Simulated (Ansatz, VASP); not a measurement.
# Two plane-wave programs on InGa2N3

```
CELL_PARAMETERS angstrom
3.42883 0.00000 0.00000
-1.71441 2.96945 0.00000
0.00000 0.00000 8.39298
ATOMIC_POSITIONS crystal
In 0.00000 0.00000 0.00000
Ga 0.33333 0.66667 0.65599
Ga 0.66667 0.33333 0.34401
N 0.33333 0.66667 0.16590
N 0.66667 0.33333 0.83410
N 0.00000 0.00000 0.50000
```

Change from the starting cell: species swapped into the CaSm2S3 type (P-3m1, No. 164).

Alike in both runs: task relaxation of cell and atoms; functional PBE; k mesh 6 × 6 × 2; occupations gaussian, width 0.1 eV; no spin polarisation.

```csv
,VASP,Ansatz
version,VASP 6.6.1,Ansatz 0.2.0
potentials or method,"VASP PAW PBE potentials, release 64 (In_d, Ga_d, N), cutoff 600 eV","scalar-relativistic, plane waves, PAW"
valence electrons in the cell,54,54
```

```tsv
	VASP	Ansatz	Ansatz less VASP
gap on the k mesh at the Fermi level, each at its own relaxed structure (eV)	0.32	0.33	+0.017
relaxed volume (Å³/atom)	10.83	10.81	-0.021
relaxed cell length with the largest relative difference (Å)	3.124	3.122	-0.0022
```

Noted on VASP's run: the volume moved by over 15 % at a fixed basis, so the end points are rough.
